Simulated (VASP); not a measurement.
# Ir: single point with r2SCAN

The system is Ir.

```
CELL_PARAMETERS angstrom
2.55331 0.00000 0.00000
0.00000 2.55331 0.00000
0.00000 0.00000 2.55331
ATOMIC_POSITIONS crystal
Ir 0.00000 0.00000 0.00000
```

This isn't the form of Ir at room conditions, which is fcc.

```json
{
 "Program": "VASP 6.6.1",
 "Task": "single point",
 "Functional": "r2SCAN",
 "Potentials or basis": "VASP PAW PBE potentials, release 64 (Ir)",
 "Cutoff": "520 eV",
 "k mesh": "20 × 20 × 20",
 "Occupations": "fermi-dirac, width 0.1 eV",
 "Spin": "no spin polarisation"
}
```

```json
{
  "Pressure": "1.2 GPa",
  "Band gap on the k mesh": "zero (an odd number of electrons rules out a gap without spin polarisation)"
}
```

Levels at points of the mesh, in eV from the Fermi level:
| k point | band 1 | band 2 | band 3 | band 4 | band 5 | band 6 | band 7 | band 8 | band 9 |
| --- | --- | --- | --- | --- | --- | --- | --- | --- | --- |
| (0.00, 0.00, 0.00) | -9.52 | -6.36 | -6.36 | 1.36 | 1.36 | 1.36 | 16.51 | 16.51 | 16.51 |
| (0.50, 0.00, 0.00) | -6.50 | -5.59 | -1.56 | -1.56 | -0.78 | 1.66 | 6.32 | 17.30 | 21.38 |
| (0.50, 0.50, 0.00) | -6.76 | -4.99 | -1.01 | -1.01 | 3.57 | 4.84 | 4.84 | 12.14 | 15.14 |
| (0.50, 0.50, 0.50) | -5.49 | -5.49 | -5.49 | 3.78 | 3.78 | 10.10 | 11.40 | 11.40 | 11.40 |

Wall time 100 s on 1 thread of Intel(R) Xeon(R) Platinum 8175M CPU @ 2.50GHz (Skylake/Cascade Lake), with other jobs on the host, peak memory 0.17 GiB.

Caveat: the PAW data sets were made with another functional, which shifts forces and pressure a little; spin-orbit coupling is left out, which moves the levels of the heavy elements.
